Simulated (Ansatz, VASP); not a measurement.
## One calculation of RuRh, two programs

```xyz
2
Lattice="2.7094 0.0000 0.0000 -1.3547 2.3464 0.0000 0.0000 0.0000 4.2984" Properties=species:S:1:pos:R:3 pbc="T T T"
Ru    0.0000    0.0000    2.1492
Rh    1.3547    0.7821    0.0000
```

Alike in both runs: task single point; functional PBEsol; k mesh 13 × 13 × 7; occupations fermi-dirac, width 0.05 eV; no spin polarisation.

|  | VASP | Ansatz |
| --- | --- | --- |
| version | VASP 6.6.1 | Ansatz 0.2.0 |
| potentials or method | VASP PAW PBE potentials, release 64 (Ru_pv, Rh_pv), cutoff 520 eV | all-electron LAPW, scalar-relativistic |

|  | VASP | Ansatz | Ansatz less VASP |
| --- | --- | --- | --- |
| pressure (GPa) | -5.8 | -5.7 | +0.09 |
| traceless stress, the component that is largest in VASP (GPa) | 0.15 | 0.11 | -0.042 |

VASP's potentials were made for PBE, not for PBEsol. Ansatz ran all-electron here, and VASP with PAW potentials.
